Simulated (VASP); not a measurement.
Crystal: ZnCu.

```xyz
2
Lattice="2.9676 0.0000 0.0000 0.0000 2.9676 0.0000 0.0000 0.0000 2.9676" Properties=species:S:1:pos:R:3 pbc="T T T"
Zn    1.4838    1.4838    1.4838
Cu    0.0000    0.0000    0.0000
```

* Program: VASP 6.6.1
* Task: relaxation of cell and atoms
* Functional: PBE
* Dispersion: D3(BJ)
* Potentials or basis: VASP PAW PBE potentials, release 64 (Zn, Cu)
* Cutoff: 600 eV
* k mesh: 18 × 18 × 18
* Occupations: gaussian, width 0.1 eV
* Spin: no spin polarisation

At the start: pressure -6.1 GPa; volume 13.07 Å³/atom.

Q: How do energy, volume and symmetry change on relaxing?

A: Over 3 steps the energy falls by 13.7 meV/atom and the volume is 12.39 Å³/atom (-5.2 %); space group Pm-3m (No. 221, to 0.1 Å) before and after.

Step by step:
| step | energy change (eV) | largest force (eV/Å) | pressure (GPa) | volume (Å³) |
| --- | --- | --- | --- | --- |
| 1 | 0.0000 | 0.0000 | -6.09 | 26.13 |
| 2 | -0.0235 | 0.0000 | 2.63 | 24.30 |
| 3 | -0.0275 | 0.0000 | 0.14 | 24.77 |

Final structure:
```cif
data_structure
_symmetry_space_group_name_H-M 'P 1'
_symmetry_Int_Tables_number 1
_cell_length_a 2.9151
_cell_length_b 2.9151
_cell_length_c 2.9151
_cell_angle_alpha 90.000
_cell_angle_beta 90.000
_cell_angle_gamma 90.000
_cell_volume 24.77
loop_
_atom_site_label
_atom_site_type_symbol
_atom_site_fract_x
_atom_site_fract_y
_atom_site_fract_z
_atom_site_occupancy
Zn1 Zn 0.50000 0.50000 0.50000 1
Cu1 Cu 0.00000 0.00000 0.00000 1
```
